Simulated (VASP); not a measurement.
# CsI (Pm-3m) in VASP: further runs

CsI is run at these levels: PBEsol; tasks: single point, relaxation of cell and atoms.

Program: VASP 6.6.1. These are calculated values, not measurements. Logs are shortened: lines on timing, memory, paths and dates and some standing lists are left out, and cuts for length are marked.

## 1. The cell of the first run

Symmetry: Pm-3m, No. 221, cubic system. The conventional cell has a = 4.503 Å, b = 4.503 Å, c = 4.503 Å, α = 90.00°, β = 90.00°, γ = 90.00°. Cs (site symmetry m-3m) has 8 I at 3.90 Å and 6 Cs at 4.50 Å within 5.1 Å. I (site symmetry m-3m) has 8 Cs at 3.90 Å and 6 I at 4.50 Å within 5.1 Å.

## 2. Single point, PBEsol

INCAR reads:

```
SYSTEM = CsI
  ALGO = Normal
  EDIFF = 1E-6
  ENCUT = 500
  GGA = PS
  GGA_COMPAT = .False.
  ISIF = 2
  ISMEAR = -1
  LASPH = .True.
  LCHARG = .False.
  LREAL = .False.
  LWAVE = .False.
  NBANDS = 15
  NELM = 120
  PREC = Accurate
  SIGMA = 0.1
```

KPOINTS reads:

```
k-points
0
Gamma
  10 10 10
  0 0 0
```

POSCAR reads:

```
CsI
1.0
    4.5031925360      0.0000000000      0.0000000000
    0.0000000000      4.5031925360      0.0000000000
    0.0000000000      0.0000000000      4.5031925360
Cs I
1 1
Direct
    0.0000000000      0.0000000000      0.0000000000
    0.5000000000      0.5000000000      0.5000000000
```

Potentials or basis: VASP PAW PBE potentials, release 64 (Cs_sv, I).

Launch:

```
> cat potpaw_PBE.64/Cs_sv/POTCAR potpaw_PBE.64/I/POTCAR > POTCAR
> mpirun -np 1 vasp_std > vasp.out
```

OUTCAR:

```text
SYSTEM = CsI
   EDIFF = 1E-6
   ENCUT = 500
   GGA = PS
   ISIF = 2
   ISMEAR = -1
   LASPH = .True.
   LREAL = .False.
   NELM = 120
   PREC = Accurate

 ion  position               nearest neighbor table
   1  0.000  0.000  0.000-
   2  0.500  0.500  0.500-

  LATTYP: Found a simple cubic cell.
 ALAT       =     4.5031925360

  Lattice vectors:

 A1 = (   4.5031925360,   0.0000000000,   0.0000000000)
 A2 = (   0.0000000000,   4.5031925360,   0.0000000000)
 A3 = (   0.0000000000,   0.0000000000,   4.5031925360)

Analysis of symmetry for initial positions (statically):
=====================================================================
 Subroutine PRICEL returns:
 Original cell was already a primitive cell.

 Routine SETGRP: Setting up the symmetry group for a
 simple cubic supercell.

 Subroutine GETGRP returns: Found 48 space group operations
 (whereof 48 operations were pure point group operations)
 out of a pool of 48 trial point group operations.

The static configuration has the point symmetry O_h .

Analysis of symmetry for dynamics (positions and initial velocities):
=====================================================================
 Subroutine PRICEL returns:
 Original cell was already a primitive cell.

 Routine SETGRP: Setting up the symmetry group for a
 simple cubic supercell.

 Subroutine GETGRP returns: Found 48 space group operations
 (whereof 48 operations were pure point group operations)
 out of a pool of 48 trial point group operations.

The dynamic configuration has the point symmetry O_h .

 Subroutine INISYM returns: Found 48 space group operations
 (whereof 48 operations are pure point group operations),
 and found     1 'primitive' translations

----------------------------------------------------------------------------------------

                                     Primitive cell

  volume of cell :      91.3191

  direct lattice vectors                    reciprocal lattice vectors
     4.503192536  0.000000000  0.000000000     0.222064678  0.000000000  0.000000000
     0.000000000  4.503192536  0.000000000     0.000000000  0.222064678  0.000000000
     0.000000000  0.000000000  4.503192536     0.000000000  0.000000000  0.222064678

  length of vectors
     4.503192536  4.503192536  4.503192536     0.222064678  0.222064678  0.222064678

  position of ions in fractional coordinates (direct lattice)
     0.000000000  0.000000000  0.000000000
     0.500000000  0.500000000  0.500000000

  ion indices of the primitive-cell ions
   primitive index   ion index
                 1           1
                 2           2

----------------------------------------------------------------------------------------

 KPOINTS: k-points

Automatic generation of k-mesh.
 Grid dimensions read from file:
 generate k-points for:   10   10   10

 Generating k-lattice:

  Cartesian coordinates                     Fractional coordinates (reciprocal lattice)
     0.022206468  0.000000000  0.000000000     0.100000000  0.000000000  0.000000000
     0.000000000  0.022206468  0.000000000     0.000000000  0.100000000  0.000000000
     0.000000000  0.000000000  0.022206468     0.000000000  0.000000000  0.100000000

  Length of vectors
     0.022206468  0.022206468  0.022206468

  Shift w.r.t. Gamma in fractional coordinates (k-lattice)
     0.000000000  0.000000000  0.000000000

 Subroutine IBZKPT returns following result:
 ===========================================

 Found     56 irreducible k-points:

 Following reciprocal coordinates:
            Coordinates               Weight
  0.000000  0.000000  0.000000      1.000000
  0.100000  0.000000  0.000000      6.000000
  0.200000  0.000000  0.000000      6.000000
  0.300000  0.000000  0.000000      6.000000
  0.400000  0.000000  0.000000      6.000000
  0.500000  0.000000  0.000000      3.000000
[... 16 lines left out ...]
  0.200000  0.100000  0.100000     24.000000
  0.300000  0.100000  0.100000     24.000000
 [... further k-points ...]
   k-points           NKPTS =     56   k-points in BZ     NKDIM =     56   number of bands    NBANDS=     15
   number of dos      NEDOS =    301   number of ions     NIONS =      2
   total plane-waves  NPLWV =  46656
   dimension x,y,z NGX =    36 NGY =   36 NGZ =   36
   dimension x,y,z NGXF=    72 NGYF=   72 NGZF=   72
   ions per type =               1   1
   NGX,Y,Z   is equivalent  to a cutoff of  13.29, 13.29, 13.29 a.u.
   NGXF,Y,Z  is equivalent  to a cutoff of  26.58, 26.58, 26.58 a.u.
 SYSTEM =  CsI
   PREC   = accura    normal or accurate (medium, high low for compatibility)
   ISTART =      0    job   : 0-new  1-cont  2-samecut
   ICHARG =      2    charge: 1-file 2-atom 10-const
   ISPIN  =      1    spin polarized calculation?
   LNONCOLLINEAR =      F non collinear calculations
   LSORBIT =      F    spin-orbit coupling
   LASPH  =      T    aspherical Exc in radial PAW
   ENCUT  =  500.0 eV  36.75 Ry    6.06 a.u.   8.21  8.21  8.21*2*pi/ulx,y,z
   NELM   =    120;   NELMIN=  2; NELMDL= -5     # of ELM steps
   EDIFF  = 0.1E-05   stopping-criterion for ELM
   LREAL  =      F    real-space projection
   EDIFFG = 0.1E-04   stopping-criterion for IOM
   NSW    =      0    number of steps for IOM
   IBRION =     -1    ionic relax: 0-MD 1-quasi-New 2-CG
   NFREE  =      0    steps in history (QN), initial steepest desc. (CG)
   ISIF   =      2    stress and relaxation
   ISYM   =      2    0-nonsym 1-usesym 2-fastsym
   POTIM  = 0.5000    time-step for ionic-motion
   TEBEG  =    0.0;   TEEND  =   0.0 temperature during run
   PSTRESS=    0.0 pullay stress
   NELECT =      16.0000    total number of electrons
   NUPDOWN=      -1.0000    fix difference up-down
   EMIN   =  10.00;   EMAX   =-10.00  energy-range for DOS
   EFERMI =   0.00;   METHOD = LEGACY
   ISMEAR =    -1;   SIGMA  =   0.10  broadening in eV -4-tet -1-fermi 0-gaus
   EFERMI_NEDOS =   21; number of points for ismear=-14 and -15
   IALGO  =     38    algorithm
   IMIX   =      4    mixing-type and parameters
     AMIX     =   0.40;   BMIX     =  1.00
     AMIX_MAG =   1.60;   BMIX_MAG =  1.00
  volume/ion in A,a.u.               =      45.66       308.13
  Fermi-wavevector in a.u.,A,eV,Ry     =   0.916068  1.731117 11.417741  0.839180
  Thomas-Fermi vector in A             =   2.040881
   LORBIT       =      0    0 simple, 1 ext, 2 COOP (PROOUT), +10 PAW based schemes
   GGA     = PS    functional components
   LHFCALC =     F    Hartree Fock is set to
   AEXX    =    0.0000 exact exchange contribution
   IVDW    =     0    specifies the selected vdW correction
   LEPSILON=     F    determine dielectric tensor
   LRPA    =     F    only Hartree local field effects (RPA)
 non-spin polarized calculation
  energy-cutoff  :      500.00
  volume of cell :       91.32
 maximum number of plane-waves:      2360
 NGX is ok and might be reduce to    36
   NGX = 17   NGY = 17   NGZ = 17

 number of electron      15.9999999 magnetization

 Free energy of the ion-electron system (eV)
  ---------------------------------------------------
  ext. energy  EPLUGINS =         0.00000000
  ---------------------------------------------------
  free energy    TOTEN  =        -5.77455992 eV

  energy without entropy =       -5.77455992  energy(sigma->0) =       -5.77455992

 E-fermi :   3.0228     XC(G=0):  -8.1372

 val. band max:        0.9531929126   @ k =   0.5000   0.5000   0.0000
 cond. band min:       4.7934737798   @ k =   0.0000   0.0000   0.0000
 fundamental gap:      3.8402808673
 Fermi energy:         3.0227819570

 k-point     1 :       0.0000    0.0000    0.0000
  band No.  band energies     occupation
      1     -19.3584      2.00000
      2      -9.8089      2.00000
      3      -6.0358      2.00000
      4      -6.0358      2.00000
      5      -6.0358      2.00000
      6       0.8707      2.00000
      7       0.8707      2.00000
      8       0.8707      2.00000
      9       4.7935      0.00000
     10       4.9597      0.00000
     11       4.9597      0.00000
     12       8.7844      0.00000
     13       8.7844      0.00000
     14       8.7844      0.00000
     15      11.2416      0.00000

 k-point     2 :       0.1000    0.0000    0.0000
  band No.  band energies     occupation
      1     -19.3555      2.00000
      2      -9.8104      2.00000
      3      -6.0535      2.00000
      4      -6.0285      2.00000
      5      -6.0285      2.00000
      6       0.6513      2.00000
      7       0.8530      2.00000
      8       0.8530      2.00000
      9       5.0228      0.00000
     10       5.0320      0.00000
     11       5.2183      0.00000
     12       8.7408      0.00000
     13       8.7408      0.00000
     14       8.8331      0.00000
     15      10.6149      0.00000

 k-point     3 :       0.2000    0.0000    0.0000
  band No.  band energies     occupation
      1     -19.3478      2.00000
      2      -9.8152      2.00000
      3      -6.0960      2.00000
      4      -6.0092      2.00000
      5      -6.0092      2.00000
      6       0.1744      2.00000
      7       0.8060      2.00000
      8       0.8060      2.00000
      9       5.2087      0.00000
     10       5.5733      0.00000
     11       5.9381      0.00000
     12       8.6768      0.00000
     13       8.6768      0.00000
     14       8.9726      0.00000
     15       9.6173      0.00000
[... 343 lines left out ...]
 k-point    23 :       0.2000    0.1000    0.1000
  band No.  band energies     occupation
      1     -19.3423      2.00000
      2      -9.8034      2.00000
      3      -6.1343      2.00000
      4      -6.0505      2.00000
      5      -5.9843      2.00000
      6       0.1689      2.00000
      7       0.6776      2.00000
      8       0.6782      2.00000
      9       5.5504      0.00000
     10       5.8769      0.00000
     11       6.0570      0.00000
     12       8.2396      0.00000
     13       8.3027      0.00000
     14       9.3477      0.00000
     15      10.1839      0.00000

 k-point    24 :       0.3000    0.1000    0.1000
  band No.  band energies     occupation
      1     -19.3330      2.00000
      2      -9.7989      2.00000
      3      -6.1884      2.00000
      4      -6.0245      2.00000
      5      -5.9930      2.00000
      6      -0.2279      2.00000
      7       0.6114      2.00000
      8       0.6877      2.00000
      9       5.7896      0.00000
     10       6.4137      0.00000
     11       6.8111      0.00000
     12       8.1514      0.00000
     13       8.2948      0.00000
     14       8.9926      0.00000
     15       9.5695      0.00000

 [... further k-points ...]
[... 5 lines left out ...]
  --------------------------------------------------------------------------------------
  -------------------------------------------------------------------------------------
  Total        0.0516114      0.0516114      0.0516114     -0.0000000     -0.0000000     -0.0000000
  in kB        0.9055130      0.9055130      0.9055130     -0.0000000     -0.0000000     -0.0000000
  external PRESSURE =       0.9055130 kB  Pullay stress =       0.0000000 kB

 VOLUME and BASIS-vectors are now :
 -----------------------------------------------------------------------------
  energy-cutoff  :      500.00
  volume of cell :       91.32
      direct lattice vectors                 reciprocal lattice vectors
     4.503192536  0.000000000  0.000000000     0.222064678  0.000000000  0.000000000
     0.000000000  4.503192536  0.000000000     0.000000000  0.222064678  0.000000000
     0.000000000  0.000000000  4.503192536     0.000000000  0.000000000  0.222064678

 POSITION                                       TOTAL-FORCE (eV/Angst)
 -----------------------------------------------------------------------------------
      0.00000      0.00000      0.00000         0.000000      0.000000      0.000000
      2.25160      2.25160      2.25160         0.000000      0.000000      0.000000
 -----------------------------------------------------------------------------------
    total drift:                               -0.000000      0.000000      0.000000

  FREE ENERGIE OF THE ION-ELECTRON SYSTEM (eV)
  ---------------------------------------------------
  free  energy   TOTEN  =        -5.7745599231 eV

  energy  without entropy=       -5.7745599221  energy(sigma->0) =       -5.77455992
```

Run time: 85 s. Hardware: 1 thread of AMD EPYC 7R13, shared host; peak memory 0.22 GiB.

What came out:

```yaml
Free_energy: -5.7746 eV
Pressure: 0.1 GPa
Band_gap_on_the_k_mesh: 3.84 eV (least direct gap 3.92 eV)
```

Caveat: the PAW data sets were made with another functional, which shifts forces and pressure a little; spin-orbit coupling is left out, which moves the levels of the heavy elements. A k mesh can miss the band edges.

## 3. Relaxation of cell and atoms, PBEsol

This run uses another cell than the first one, of 47.62 Å³/atom.

INCAR reads:

```
SYSTEM = CsI
PREC     = Accurate       ! precision mode
ENCUT    = 500            ! plane-wave cutoff, eV
EDIFF    = 1E-7           ! SCF threshold, eV
ISMEAR   = -1             ! smearing method
SIGMA    = 0.1            ! smearing width, eV
LREAL    = .False.        ! projectors in reciprocal space
LASPH    = .True.         ! aspherical terms in the spheres
NELM     = 120            ! most SCF steps
ALGO     = Normal         ! electronic algorithm
ISIF     = 3              ! what is computed and relaxed
LWAVE    = .False.        ! write WAVECAR
LCHARG   = .False.        ! write CHGCAR
GGA      = PS             ! functional
IBRION   = 2              ! ionic algorithm
NSW      = 100            ! ionic steps
EDIFFG   = -0.002         ! ionic threshold
GGA_COMPAT= .False.      
NELMIN   = 4
```

KPOINTS reads:

```
regular mesh
0
Gamma
  10 10 10
  0 0 0
```

POSCAR reads:

```
CsI
1.0
    4.5667000000      0.0000000000      0.0000000000
    0.0000000000      4.5667000000      0.0000000000
    0.0000000000      0.0000000000      4.5667000000
Cs I
1 1
Direct
    0.0000000000      0.0000000000      0.0000000000
    0.5000000000      0.5000000000      0.5000000000
```

Potentials or basis: VASP PAW PBE potentials, release 64 (Cs_sv, I).

Launch:

```
> cat potpaw_PBE.64/Cs_sv/POTCAR potpaw_PBE.64/I/POTCAR > POTCAR
> mpirun -np 1 vasp_std > vasp.out
```

It took 3.2 min on 1 thread of AMD EPYC 7R13, shared host; peak memory 0.23 GiB.

Results (log left out):

| Property | Result |
| --- | --- |
| Free energy | -5.7750 eV |
| Relaxed volume | 45.95 Å³/atom |
| Relaxed cell | a = 4.513 Å, b = 4.513 Å, c = 4.513 Å, α = 90.00°, β = 90.00°, γ = 90.00° |
| Space group after relaxing (to 0.1 Å) | Pm-3m (No. 221) |
| Energy gained by relaxing | 2.3 meV/atom |
| Ionic steps | 4 |
| Pressure after relaxing | 0.0 GPa |
| Band gap on the k mesh | 3.82 eV (least direct gap 3.90 eV) |

Step by step:
| step | energy change (eV) | largest force (eV/Å) | pressure (GPa) | volume (Å³) |
| --- | --- | --- | --- | --- |
| 1 | 0.0000 | 0.0000 | -0.42 | 95.24 |
| 2 | -0.0034 | 0.0000 | -0.22 | 93.54 |
| 3 | -0.0045 | 0.0000 | -0.02 | 92.07 |
| 4 | -0.0045 | 0.0000 | 0.00 | 91.90 |

Final structure:
```
Cs I
1.0
     4.51273    0.00000    0.00000
     0.00000    4.51273    0.00000
     0.00000    0.00000    4.51273
Cs I
1 1
Direct
  0.00000 0.00000 0.00000
  0.50000 0.50000 0.50000
```

Levels at points of the mesh, in eV from the valence-band top:
| k point | band 5 | band 6 | band 7 | band 8 | band 9 | band 10 | band 11 | band 12 |
| --- | --- | --- | --- | --- | --- | --- | --- | --- |
| (0.00, 0.00, 0.00) | -7.00 | -0.08 | -0.08 | -0.08 | 3.82 | 4.02 | 4.02 | 7.82 |
| (0.50, 0.00, 0.00) | -6.92 | -1.69 | -0.27 | -0.27 | 5.09 | 6.49 | 6.68 | 6.80 |
| (0.50, 0.50, 0.00) | -6.87 | -0.90 | -0.90 | 0.00 | 4.12 | 4.83 | 6.04 | 6.04 |
| (0.50, 0.50, 0.50) | -7.28 | -1.43 | -1.43 | -1.43 | 7.17 | 7.17 | 7.17 | 7.98 |

Caveat: the PAW data sets were made with another functional, which shifts forces and pressure a little; spin-orbit coupling is left out, which moves the levels of the heavy elements. A k mesh can miss the band edges.
